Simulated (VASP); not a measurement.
The system is Al3BSb4.

```
Al B Sb
1.0
     5.59301    0.00000    0.00000
     0.00000    5.59301    0.00000
     0.00000    0.00000    5.59301
Al B Sb
3 1 4
Cartesian
  2.7965 0.0000 0.0000
  0.0000 0.0000 2.7965
  0.0000 2.7965 0.0000
  2.7965 2.7965 2.7965
  1.3983 4.1948 1.3983
  1.3983 1.3983 4.1948
  4.1948 4.1948 4.1948
  4.1948 1.3983 1.3983
```

* Program: VASP 6.6.1
* Task: relaxation of cell and atoms
* Functional: PBE
* Potentials or basis: VASP PAW PBE potentials, release 64 (Al, B, Sb)
* Cutoff: 500 eV
* k mesh: 4 × 4 × 4
* Occupations: gaussian, width 0.1 eV
* Spin: no spin polarisation

At the start: pressure 21.9 GPa; volume 21.87 Å³/atom.

Question: Where does the relaxation end?

Answer: Over 10 steps the energy falls by 434.9 meV/atom and the volume is 27.03 Å³/atom (+23.6 %); space group P-43m (No. 215, to 0.05 Å).

The path:
| step | energy change (eV) | largest force (eV/Å) | pressure (GPa) | volume (Å³) |
| --- | --- | --- | --- | --- |
| 1 | 0.0000 | 3.0617 | 21.88 | 174.96 |
| 2 | -2.2537 | 0.3095 | -6.83 | 262.00 |
| 3 | -3.1906 | 0.9967 | -1.27 | 223.89 |
| 4 | -3.1912 | 1.0239 | -1.02 | 222.83 |
| 5 | -3.3720 | 0.6760 | -0.52 | 219.40 |
| 6 | -3.4753 | 0.0014 | 0.57 | 214.27 |
| 7 | -3.4759 | 0.0601 | 0.47 | 214.67 |
| 8 | -3.4759 | 0.0357 | 0.51 | 214.51 |
| 9 | -3.4779 | 0.0446 | -0.25 | 217.31 |
| 10 | -3.4789 | 0.0152 | 0.03 | 216.26 |

Final structure:
```
Al B Sb
1.0
     6.00239    0.00000    0.00000
     0.00000    6.00239    0.00000
     0.00000    0.00000    6.00239
Al B Sb
3 1 4
Direct
  0.50000 0.00000 0.00000
  0.00000 0.00000 0.50000
  0.00000 0.50000 0.00000
  0.50000 0.50000 0.50000
  0.27132 0.72868 0.27132
  0.27132 0.27132 0.72868
  0.72868 0.72868 0.72868
  0.72868 0.27132 0.27132
```

Caveat: the volume moved by over 15 % at a fixed basis, so the end points are rough.
